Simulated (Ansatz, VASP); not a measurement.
NaCdI3: VASP beside Ansatz

```
Na Cd I
1.0
     5.91835    0.00000    0.00000
     0.00000    5.91835    0.00000
     0.00000    0.00000    5.91835
Na Cd I
1 1 3
Direct
  0.00000 0.00000 0.00000
  0.50000 0.50000 0.50000
  0.50000 0.50000 0.00000
  0.50000 0.00000 0.50000
  0.00000 0.50000 0.50000
```

Alike in both runs: task single point; functional PBE; k mesh 4 × 4 × 4; occupations fermi-dirac, width 0.02 eV; no spin polarisation.

```csv
,VASP,Ansatz
version,VASP 6.6.1,Ansatz 0.2.0
potentials or method,"VASP PAW PBE potentials, release 64 (Na_pv, Cd, I)","plane waves, PAW"
plane-wave cutoff (eV),520,420
valence electrons in the cell,40,80
```

|  | VASP | Ansatz | Ansatz less VASP |
| --- | --- | --- | --- |
| pressure (GPa) | 0.5 | 0.5 | -0.06 |

With one functional, cell and mesh, what is left measures potentials, basis and numerics. VASP's potentials hold 40 valence electrons a cell and Ansatz's 80, so a difference there can come from the potentials and not from the codes.

Spin-orbit coupling is off throughout.
